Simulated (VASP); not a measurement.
Input of a VASP 6.6.1 run:

Contents of INCAR:

```
  PREC = Accurate
  ENCUT = 520
  EDIFF = 1E-6
  ISMEAR = 0
  SIGMA = 0.05
  LREAL = F
  LASPH = T
  NELM = 60
  ALGO = Normal
  ISIF = 2
  LWAVE = F
  LCHARG = F
  GGA = PE
  NBANDS = 12
```

File KPOINTS:

```
regular mesh
0
Gamma
  10 10 10
```

The input POSCAR:

```
LiF
1.0
    2.5595330000      0.0000000000      0.0000000000
    0.0000000000      2.5595330000      0.0000000000
    0.0000000000      0.0000000000      2.7642956400
Li F
1 1
Direct
    0.0000000000      0.0000000000      0.0000000000
    0.5000000000      0.5000000000      0.5000000000
```

Potentials or basis: VASP PAW PBE potentials, release 64 (Li_sv, F).

Command:

```sh
$ cat potpaw_PBE.64/Li_sv/POTCAR potpaw_PBE.64/F/POTCAR > POTCAR
$ mpirun -np 1 vasp_std > vasp.out
```

**Question.** Predict the band gap on the k mesh.

**Answer.** 6.65 eV, indirect (least direct gap 7.17 eV).

Caveat: the cell differs from its parent crystal (strain +0.000 along x and y, +0.080 along z). A k mesh can miss the band edges.
